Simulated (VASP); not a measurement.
Crystal: Cd3TeSe2.

```
CELL_PARAMETERS angstrom
6.28597 0.00000 0.00000
-3.14298 5.44381 0.00000
0.00000 0.00000 4.87692
ATOMIC_POSITIONS crystal
Cd 0.50000 0.00000 0.50000
Cd 0.50000 0.50000 0.50000
Cd 0.00000 0.50000 0.50000
Te 0.00000 0.00000 0.00000
Se 0.33333 0.66667 0.00000
Se 0.66667 0.33333 0.00000
```

* Program: VASP 6.6.1
* Task: relaxation of cell and atoms
* Functional: PBE
* Potentials or basis: VASP PAW PBE potentials, release 64 (Cd, Te, Se)
* Cutoff: 600 eV
* k mesh: 6 × 6 × 8
* Occupations: gaussian, width 0.1 eV
* Spin: no spin polarisation

At the start: pressure -2.5 GPa; volume 27.81 Å³/atom.

**Question.** How do energy, volume and symmetry change on relaxing?

**Answer.** Over 14 steps the energy falls by 317.8 meV/atom and the volume is 28.40 Å³/atom (+2.1 %); space group P6/mmm (No. 191, to 0.05 Å).

The path:
| step | energy change (eV) | largest force (eV/Å) | pressure (GPa) | volume (Å³) |
| --- | --- | --- | --- | --- |
| 1 | 0.0000 | 0.0000 | -2.48 | 166.89 |
| 2 | -0.2080 | 0.0000 | 0.43 | 156.61 |
| 3 | -0.2258 | 0.0000 | 1.58 | 153.54 |
| 4 | -0.4159 | 0.0000 | 1.34 | 155.51 |
| 5 | -1.3250 | 0.0000 | 1.30 | 159.87 |
| 6 | -0.8822 | 0.0000 | 6.33 | 160.32 |
| 7 | -1.8216 | 0.0000 | 2.15 | 161.46 |
| 8 | -1.8167 | 0.0000 | 2.87 | 161.59 |
| 9 | -1.8374 | 0.0000 | 2.61 | 161.59 |
| 10 | -1.8021 | 0.0000 | -1.99 | 182.01 |
| 11 | -1.8976 | 0.0000 | 0.28 | 170.26 |
| 12 | -1.8976 | 0.0000 | 0.31 | 170.08 |
| 13 | -1.9065 | 0.0000 | -0.02 | 170.46 |
| 14 | -1.9066 | 0.0000 | 0.02 | 170.41 |

Final structure:
```xyz
6
Lattice="7.3109 0.0000 0.0000 -3.6554 6.3314 0.0000 0.0000 0.0000 3.6816" Properties=species:S:1:pos:R:3 pbc="T T T"
Cd    3.6554    0.0000    1.8408
Cd    1.8277    3.1657    1.8408
Cd   -1.8277    3.1657    1.8408
Te    0.0000    0.0000    0.0000
Se    0.0000    4.2209    0.0000
Se    3.6554    2.1105    0.0000
```
